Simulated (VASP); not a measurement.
# Na2S (Fm-3m) in VASP: a series of runs, part 2 of 2

VASP 6.6.1.

## (3) Single point, r2SCAN

POSCAR

```
Na2S
1.0
    0.0000000000      3.2554286216      3.2554286216
    3.2554286216      0.0000000000      3.2554286216
    3.2554286216      3.2554286216      0.0000000000
Na S
2 1
Direct
    0.2500000000      0.2500000000      0.2500000000
    0.7500000000      0.7500000000      0.7500000000
    0.0000000000      0.0000000000      0.0000000000
```

INCAR.step1

```
SYSTEM = Na2S
PREC = Accurate
ENCUT = 550
ISMEAR = -1
SIGMA = 0.02
LREAL = .FALSE.
LASPH = .TRUE.
NELM = 120
NBANDS = 17
GGA = PE
ALGO = Normal
EDIFF = 1E-5
LWAVE = .TRUE.
LCHARG = .FALSE.
GGA_COMPAT = .FALSE.
```

INCAR.step2

```
SYSTEM = Na2S
PREC = Accurate
ENCUT = 550
EDIFF = 1E-6
ISMEAR = -1
SIGMA = 0.02
LREAL = .FALSE.
LASPH = .TRUE.
NELM = 120
ALGO = Normal
ISIF = 2
LWAVE = .FALSE.
LCHARG = .FALSE.
METAGGA = R2SCAN
LMIXTAU = .TRUE.
NBANDS = 17
ISTART = 1
GGA_COMPAT = .FALSE.
```

KPOINTS

```
regular mesh
0
G
  6 6 6
  0 0 0
```

Potentials or basis: VASP PAW PBE potentials, release 64 (Na_pv, S).

Run with:

```bash
cat potpaw_PBE.64/Na_pv/POTCAR potpaw_PBE.64/S/POTCAR > POTCAR
cp INCAR.step1 INCAR
mpirun -np 1 vasp_std > vasp.out
cp INCAR.step2 INCAR
mpirun -np 1 vasp_std > vasp.out
```

OUTCAR:

```text
SYSTEM = Na2S
   PREC = Accurate
   ENCUT = 550
   EDIFF = 1E-6
   ISMEAR = -1
   LREAL = .FALSE.
   LASPH = .TRUE.
   NELM = 120
   ISIF = 2
   METAGGA = R2SCAN
   ISTART = 1

 ion  position               nearest neighbor table
   1  0.250  0.250  0.250-
   2  0.750  0.750  0.750-
   3  0.000  0.000  0.000-

  LATTYP: Found a face centered cubic cell.
 ALAT       =     6.5108572432

  Lattice vectors:

 A1 = (   0.0000000000,   3.2554286216,   3.2554286216)
 A2 = (   3.2554286216,   0.0000000000,   3.2554286216)
 A3 = (   3.2554286216,   3.2554286216,   0.0000000000)

Analysis of symmetry for initial positions (statically):
=====================================================================
 Subroutine PRICEL returns:
 Original cell was already a primitive cell.

 Routine SETGRP: Setting up the symmetry group for a
 face centered cubic supercell.

 Subroutine GETGRP returns: Found 48 space group operations
 (whereof 48 operations were pure point group operations)
 out of a pool of 48 trial point group operations.

The static configuration has the point symmetry O_h .

Analysis of symmetry for dynamics (positions and initial velocities):
=====================================================================
 Subroutine PRICEL returns:
 Original cell was already a primitive cell.

 Routine SETGRP: Setting up the symmetry group for a
 face centered cubic supercell.

 Subroutine GETGRP returns: Found 48 space group operations
 (whereof 48 operations were pure point group operations)
 out of a pool of 48 trial point group operations.

The dynamic configuration has the point symmetry O_h .

 Subroutine INISYM returns: Found 48 space group operations
 (whereof 48 operations are pure point group operations),
 and found     1 'primitive' translations

----------------------------------------------------------------------------------------

                                     Primitive cell

  volume of cell :      69.0009

  direct lattice vectors                    reciprocal lattice vectors
     0.000000000  3.255428622  3.255428622    -0.153589606  0.153589606  0.153589606
     3.255428622  0.000000000  3.255428622     0.153589606 -0.153589606  0.153589606
     3.255428622  3.255428622  0.000000000     0.153589606  0.153589606 -0.153589606

  length of vectors
     4.603871308  4.603871308  4.603871308     0.266025001  0.266025001  0.266025001

  position of ions in fractional coordinates (direct lattice)
     0.250000000  0.250000000  0.250000000
     0.750000000  0.750000000  0.750000000
     0.000000000  0.000000000  0.000000000

  ion indices of the primitive-cell ions
   primitive index   ion index
                 1           1
                 2           2
                 3           3

----------------------------------------------------------------------------------------

 KPOINTS: regular mesh

Automatic generation of k-mesh.
 Grid dimensions read from file:
 generate k-points for:    6    6    6

 Generating k-lattice:

  Cartesian coordinates                     Fractional coordinates (reciprocal lattice)
    -0.025598268  0.025598268  0.025598268     0.166666667  0.000000000  0.000000000
     0.025598268 -0.025598268  0.025598268     0.000000000  0.166666667  0.000000000
     0.025598268  0.025598268 -0.025598268     0.000000000  0.000000000  0.166666667

  Length of vectors
     0.044337500  0.044337500  0.044337500

  Shift w.r.t. Gamma in fractional coordinates (k-lattice)
     0.000000000  0.000000000  0.000000000

 Subroutine IBZKPT returns following result:
 ===========================================

 Found     16 irreducible k-points:

 Following reciprocal coordinates:
            Coordinates               Weight
  0.000000  0.000000  0.000000      1.000000
  0.166667  0.000000  0.000000      8.000000
  0.333333  0.000000  0.000000      8.000000
  0.500000  0.000000  0.000000      4.000000
  0.166667  0.166667  0.000000      6.000000
  0.333333  0.166667  0.000000     24.000000
[... 8 lines left out ...]
 -0.333333  0.333333  0.166667     24.000000
 -0.333333  0.500000  0.166667     12.000000
   k-points           NKPTS =     16   k-points in BZ     NKDIM =     16   number of bands    NBANDS=     17
   number of dos      NEDOS =    301   number of ions     NIONS =      3
   total plane-waves  NPLWV =  46656
   dimension x,y,z NGX =    36 NGY =   36 NGZ =   36
   dimension x,y,z NGXF=    72 NGYF=   72 NGZF=   72
   ions per type =               2   1
   NGX,Y,Z   is equivalent  to a cutoff of  13.00, 13.00, 13.00 a.u.
   NGXF,Y,Z  is equivalent  to a cutoff of  26.00, 26.00, 26.00 a.u.
 SYSTEM =  Na2S
   PREC   = accura    normal or accurate (medium, high low for compatibility)
   ISTART =      1    job   : 0-new  1-cont  2-samecut
   ICHARG =      0    charge: 1-file 2-atom 10-const
   ISPIN  =      1    spin polarized calculation?
   LNONCOLLINEAR =      F non collinear calculations
   LSORBIT =      F    spin-orbit coupling
   LASPH  =      T    aspherical Exc in radial PAW
   ENCUT  =  550.0 eV  40.42 Ry    6.36 a.u.   8.80  8.80  8.80*2*pi/ulx,y,z
   NELM   =    120;   NELMIN=  2; NELMDL=  0     # of ELM steps
   EDIFF  = 0.1E-05   stopping-criterion for ELM
   LREAL  =      F    real-space projection
   EDIFFG = 0.1E-04   stopping-criterion for IOM
   NSW    =      0    number of steps for IOM
   IBRION =     -1    ionic relax: 0-MD 1-quasi-New 2-CG
   NFREE  =      0    steps in history (QN), initial steepest desc. (CG)
   ISIF   =      2    stress and relaxation
   ISYM   =      2    0-nonsym 1-usesym 2-fastsym
   POTIM  = 0.5000    time-step for ionic-motion
   TEBEG  =    0.0;   TEEND  =   0.0 temperature during run
   PSTRESS=    0.0 pullay stress
   NELECT =      20.0000    total number of electrons
   NUPDOWN=      -1.0000    fix difference up-down
   EMIN   =  10.00;   EMAX   =-10.00  energy-range for DOS
   EFERMI =   0.00;   METHOD = LEGACY
   ISMEAR =    -1;   SIGMA  =   0.02  broadening in eV -4-tet -1-fermi 0-gaus
   EFERMI_NEDOS =   21; number of points for ismear=-14 and -15
   IALGO  =     38    algorithm
   IMIX   =      4    mixing-type and parameters
     AMIX     =   0.40;   BMIX     =  1.00
     AMIX_MAG =   1.60;   BMIX_MAG =  1.00
  volume/ion in A,a.u.               =      23.00       155.21
  Fermi-wavevector in a.u.,A,eV,Ry     =   1.083428  2.047382 15.970734  1.173816
  Thomas-Fermi vector in A             =   2.219494
   LORBIT       =      0    0 simple, 1 ext, 2 COOP (PROOUT), +10 PAW based schemes
   METAGGA = R2SCAN    functional components
   LHFCALC =     F    Hartree Fock is set to
   AEXX    =    0.0000 exact exchange contribution
   IVDW    =     0    specifies the selected vdW correction
   LEPSILON=     F    determine dielectric tensor
   LRPA    =     F    only Hartree local field effects (RPA)
 non-spin polarized calculation
  energy-cutoff  :      550.00
  volume of cell :       69.00
 maximum number of plane-waves:      2085
   NGX = 17   NGY = 17   NGZ = 17

 number of electron      19.9999984 magnetization

 Free energy of the ion-electron system (eV)
  ---------------------------------------------------
  ext. energy  EPLUGINS =         0.00000000
  ---------------------------------------------------
  free energy    TOTEN  =       -18.96727604 eV

  energy without entropy =      -18.96727604  energy(sigma->0) =      -18.96727604

 E-fermi :   0.4487     XC(G=0):  -8.3203

 val. band max:       -0.0736876972   @ k =   0.0000   0.0000   0.0000
 cond. band min:       3.0390072061   @ k =   0.0000   0.0000   0.0000
 fundamental gap:      3.1126949033
 Fermi energy:         0.4486588487

 k-point     1 :       0.0000    0.0000    0.0000
  band No.  band energies     occupation
      1     -23.0972      2.00000
      2     -23.0972      2.00000
      3     -23.0972      2.00000
      4     -23.0451      2.00000
      5     -23.0451      2.00000
      6     -23.0451      2.00000
[... 9 lines left out ...]
     16       9.7861      0.00000
     17      11.8644      0.00000
[... 281 lines left out ...]
 k-point    16 :      -0.3333    0.5000    0.1667
  band No.  band energies     occupation
      1     -23.1213      2.00000
      2     -23.1118      2.00000
      3     -23.0910      2.00000
      4     -23.0556      2.00000
      5     -23.0362      2.00000
      6     -23.0328      2.00000
[... 9 lines left out ...]
     16      11.9288      0.00000
     17      12.6247      0.00000

------------------------ aborting loop because EDIFF is reached ----------------------------------------

  FORCE on cell =-STRESS in cart. coord.  units (eV):
  Direction    XX          YY          ZZ          XY          YZ          ZX
  --------------------------------------------------------------------------------------
  -------------------------------------------------------------------------------------
  Total       -0.0291686     -0.0291686     -0.0291686      0.0000000     -0.0000000      0.0000000
  in kB       -0.6772854     -0.6772854     -0.6772854      0.0000000     -0.0000000      0.0000000
  external PRESSURE =      -0.6772854 kB  Pullay stress =       0.0000000 kB

 VOLUME and BASIS-vectors are now :
 -----------------------------------------------------------------------------
  energy-cutoff  :      550.00
  volume of cell :       69.00
      direct lattice vectors                 reciprocal lattice vectors
     0.000000000  3.255428622  3.255428622    -0.153589606  0.153589606  0.153589606
     3.255428622  0.000000000  3.255428622     0.153589606 -0.153589606  0.153589606
     3.255428622  3.255428622  0.000000000     0.153589606  0.153589606 -0.153589606

 POSITION                                       TOTAL-FORCE (eV/Angst)
 -----------------------------------------------------------------------------------
      1.62771      1.62771      1.62771        -0.000000     -0.000000      0.000000
      4.88314      4.88314      4.88314         0.000000      0.000000      0.000000
      0.00000      0.00000      0.00000        -0.000000      0.000000     -0.000000
 -----------------------------------------------------------------------------------
    total drift:                                0.000000      0.000000      0.000000

  FREE ENERGIE OF THE ION-ELECTRON SYSTEM (eV)
  ---------------------------------------------------
  free  energy   TOTEN  =       -18.9672760395 eV

  energy  without entropy=      -18.9672760395  energy(sigma->0) =      -18.96727604
```

Wall time 51 s (1 thread of Intel Xeon Platinum 8488C (Sapphire Rapids), shared host); peak memory 0.2 GiB.

Results:

```
Free energy            : -18.9673 eV
Pressure               : -0.1 GPa
Band gap on the k mesh : 3.11 eV
```

Caveat: the PAW data sets were made with another functional, which shifts forces and pressure a little.

## (4) Relaxation of cell and atoms, PBE

This run uses another cell than the first one, of 23.39 Å³/atom.

INCAR

```
SYSTEM = Na2S
ALGO     = Normal         ! electronic algorithm
EDIFF    = 1E-7           ! SCF threshold, eV
EDIFFG   = -0.005         ! ionic threshold
ENCUT    = 500            ! plane-wave cutoff, eV
GGA      = PE             ! functional
GGA_COMPAT= .False.      
IBRION   = 2              ! ionic algorithm
ISIF     = 3              ! what is computed and relaxed
ISMEAR   = -1             ! smearing method
LASPH    = .True.         ! aspherical terms in the spheres
LCHARG   = .False.        ! write CHGCAR
LREAL    = .False.        ! projectors in reciprocal space
LWAVE    = .False.        ! write WAVECAR
NELM     = 120            ! most SCF steps
NELMIN   = 4            
NSW      = 80             ! ionic steps
PREC     = Accurate       ! precision mode
SIGMA    = 0.02           ! smearing width, eV
```

KPOINTS

```
k-points
0
Gamma
  6 6 6
  0 0 0
```

POSCAR

```
Na2S
1.0
    0.0000000000      3.2735000000      3.2735000000
    3.2735000000      0.0000000000      3.2735000000
    3.2735000000      3.2735000000      0.0000000000
Na S
2 1
Direct
    0.2500000000      0.2500000000      0.2500000000
    0.7500000000      0.7500000000      0.7500000000
    0.0000000000      0.0000000000      0.0000000000
```

Potentials or basis: VASP PAW PBE potentials, release 64 (Na_pv, S).

Run with:

```bash
cat potpaw_PBE.64/Na_pv/POTCAR potpaw_PBE.64/S/POTCAR > POTCAR
mpirun -np 1 vasp_std > vasp.out
```

OUTCAR:

```text
SYSTEM = Na2S
   EDIFF = 1E-7
   EDIFFG = -0.005
   ENCUT = 500
   GGA = PE
   IBRION = 2
   ISIF = 3
   ISMEAR = -1
   LASPH = .True.
   LREAL = .False.
   NELM = 120
   NELMIN = 4
   NSW = 80
   PREC = Accurate

 ion  position               nearest neighbor table
   1  0.250  0.250  0.250-
   2  0.750  0.750  0.750-
   3  0.000  0.000  0.000-

  LATTYP: Found a face centered cubic cell.
 ALAT       =     6.5470000000

  Lattice vectors:

 A1 = (   0.0000000000,   3.2735000000,   3.2735000000)
 A2 = (   3.2735000000,   0.0000000000,   3.2735000000)
 A3 = (   3.2735000000,   3.2735000000,   0.0000000000)

Analysis of symmetry for initial positions (statically):
=====================================================================
 Subroutine PRICEL returns:
 Original cell was already a primitive cell.

 Routine SETGRP: Setting up the symmetry group for a
 face centered cubic supercell.

 Subroutine GETGRP returns: Found 48 space group operations
 (whereof 48 operations were pure point group operations)
 out of a pool of 48 trial point group operations.

The static configuration has the point symmetry O_h .

Analysis of symmetry for dynamics (positions and initial velocities):
=====================================================================
 Subroutine PRICEL returns:
 Original cell was already a primitive cell.

 Routine SETGRP: Setting up the symmetry group for a
 face centered cubic supercell.

 Subroutine GETGRP returns: Found 48 space group operations
 (whereof 48 operations were pure point group operations)
 out of a pool of 48 trial point group operations.

The dynamic configuration has the point symmetry O_h .

 Subroutine INISYM returns: Found 48 space group operations
 (whereof 48 operations are pure point group operations),
 and found     1 'primitive' translations

----------------------------------------------------------------------------------------

                                     Primitive cell

[... 97 lines left out ...]
   EFERMI =   0.00;   METHOD = LEGACY
   ISMEAR =    -1;   SIGMA  =   0.02  broadening in eV -4-tet -1-fermi 0-gaus
   EFERMI_NEDOS =   21; number of points for ismear=-14 and -15
   IALGO  =     38    algorithm
   IMIX   =      4    mixing-type and parameters
     AMIX     =   0.40;   BMIX     =  1.00
     AMIX_MAG =   1.60;   BMIX_MAG =  1.00
  volume/ion in A,a.u.               =      23.39       157.81
  Fermi-wavevector in a.u.,A,eV,Ry     =   1.077447  2.036079 15.794888  1.160892
  Thomas-Fermi vector in A             =   2.213359
   LORBIT       =      0    0 simple, 1 ext, 2 COOP (PROOUT), +10 PAW based schemes
   GGA     = PE    functional components
   LHFCALC =     F    Hartree Fock is set to
   AEXX    =    0.0000 exact exchange contribution
   IVDW    =     0    specifies the selected vdW correction
   LEPSILON=     F    determine dielectric tensor
   LRPA    =     F    only Hartree local field effects (RPA)
 conjugate gradient relaxation of ions
 non-spin polarized calculation
  energy-cutoff  :      500.00
  volume of cell :       70.16
 maximum number of plane-waves:      1807
 NGX is ok and might be reduce to    36
   NGX = 17   NGY = 17   NGZ = 17

--------------------------------------- Ionic step        1  -------------------------------------------

 number of electron      19.9999989 magnetization

 Free energy of the ion-electron system (eV)
  ---------------------------------------------------
  ext. energy  EPLUGINS =         0.00000000
  ---------------------------------------------------
  free energy    TOTEN  =        -9.97529129 eV

  energy without entropy =       -9.97529129  energy(sigma->0) =       -9.97529129

------------------------ aborting loop because EDIFF is reached ----------------------------------------

  FORCE on cell =-STRESS in cart. coord.  units (eV):
  Direction    XX          YY          ZZ          XY          YZ          ZX
  --------------------------------------------------------------------------------------
  -------------------------------------------------------------------------------------
  Total        0.1218689      0.1218689      0.1218689      0.0000000      0.0000000      0.0000000
  in kB        2.7831498      2.7831498      2.7831498      0.0000000      0.0000000      0.0000000
  external PRESSURE =       2.7831498 kB  Pullay stress =       0.0000000 kB
[... 61 lines left out ...]
--------------------------------------- Ionic step        3  -------------------------------------------

 number of electron      19.9999995 magnetization

 Free energy of the ion-electron system (eV)
  ---------------------------------------------------
  ext. energy  EPLUGINS =         0.00000000
  ---------------------------------------------------
  free energy    TOTEN  =        -9.97585493 eV

  energy without entropy =       -9.97585493  energy(sigma->0) =       -9.97585493

 E-fermi :   0.6413     XC(G=0):  -7.7770

 val. band max:        0.1372152884   @ k =   0.0000   0.0000   0.0000
 cond. band min:       2.5825983766   @ k =   0.0000   0.0000   0.0000
 fundamental gap:      2.4453830882
 Fermi energy:         0.6413443364

 k-point     1 :       0.0000    0.0000    0.0000
  band No.  band energies     occupation
      1     -22.1311      2.00000
      2     -22.1311      2.00000
      3     -22.1311      2.00000
      4     -22.0795      2.00000
      5     -22.0795      2.00000
      6     -22.0795      2.00000
      7      -9.9880      2.00000
      8       0.1372      2.00000
      9       0.1372      2.00000
     10       0.1372      2.00000
     11       2.5826      0.00000
     12       7.8371      0.00000
     13       7.8371      0.00000
     14       7.8371      0.00000
[... 283 lines left out ...]
  FREE ENERGIE OF THE ION-ELECTRON SYSTEM (eV)
  ---------------------------------------------------
  free  energy   TOTEN  =        -9.9758549300 eV

  energy  without entropy=       -9.9758549300  energy(sigma->0) =       -9.97585493

 reached required accuracy - stopping structural energy minimisation
```

OSZICAR:

```text
N       E                     dE             d eps       ncg     rms          rms(c)
DAV:   1     0.142474973370E+03    0.14247E+03   -0.10451E+04   448   0.143E+03
DAV:   2     0.694504574601E+00   -0.14178E+03   -0.13851E+03   484   0.368E+02
DAV:   3    -0.106312609746E+02   -0.11326E+02   -0.11276E+02   562   0.996E+01
[... 26 lines left out ...]
DAV:   4    -0.997586040023E+01    0.31958E-04   -0.16727E-05   522   0.348E-02    0.204E-02
DAV:   5    -0.997585525253E+01    0.51477E-05   -0.95379E-07   460   0.940E-03    0.799E-03
DAV:   6    -0.997585498386E+01    0.26867E-06   -0.92745E-08   320   0.550E-03    0.432E-03
DAV:   7    -0.997585488271E+01    0.10115E-06   -0.43923E-08   320   0.269E-03    0.641E-04
DAV:   8    -0.997585493005E+01   -0.47335E-07   -0.82503E-09   224   0.131E-03
   3 F= -.99758549E+01 E0= -.99758549E+01  d E =-.563641E-03
```

It took 28 s on 1 thread of Intel Xeon Platinum 8488C (Sapphire Rapids), shared host; peak memory 0.19 GiB.

What came out:

```yaml
Free_energy: -9.9759 eV
Relaxed_volume: 23.61 Å³/atom
Relaxed_cell: a = 4.644 Å, b = 4.644 Å, c = 4.644 Å, α = 60.00°, β = 60.00°, γ = 60.00°
Space_group_after_relaxing_to_0.1_Å: Fm-3m (No. 225)
Energy_gained_by_relaxing: 0.2 meV/atom
Ionic_steps: 3
Pressure_after_relaxing: 0.0 GPa
Band_gap_on_the_k_mesh: 2.45 eV
```

The path:
```csv
step,energy change (eV),largest force (eV/Å),pressure (GPa),volume (Å³)
1,0.0000,0.0000,0.28,70.16
2,-0.0005,0.0000,0.10,70.57
3,-0.0006,0.0000,0.00,70.82
```

Final structure:
```xyz
3
Lattice="0.0000 3.2838 3.2838 3.2838 0.0000 3.2838 3.2838 3.2838 0.0000" Properties=species:S:1:pos:R:3 pbc="T T T"
Na    1.6419    1.6419    1.6419
Na    4.9258    4.9258    4.9258
S     0.0000    0.0000    0.0000
```

## (5) Overview

| task | level | potentials or basis | cell | k mesh | cutoff (eV) | smearing | gap on the mesh (eV) | pressure (GPa) |
| --- | --- | --- | --- | --- | --- | --- | --- | --- |
| single point | LDA | VASP PAW LDA potentials, release 64 (Na_pv, S) | a = 4.604 Å, angles 60.0°, 3 atoms | 8 × 8 × 8 | 500 | gaussian 0.01 eV | 2.29 | -1.8 |
| single point | r2SCAN | VASP PAW PBE potentials, release 64 (Na_pv, S) | a = 4.604 Å, angles 60.0°, 3 atoms | 6 × 6 × 6 | 550 | fermi-dirac 0.02 eV | 3.11 | -0.1 |
| relaxation of cell and atoms | PBE | VASP PAW PBE potentials, release 64 (Na_pv, S) | relaxed from a = 4.629 Å, angles 60.0°, 3 atoms | 6 × 6 × 6 | 500 | fermi-dirac 0.02 eV | 2.45 | 0.0 |

Alike in all rows: no spin polarisation.

Caveats: the PAW data sets were made with another functional, which shifts forces and pressure a little (at least some runs).

Total energies depend on the potentials used, so only differences within one code and one set of settings carry meaning.
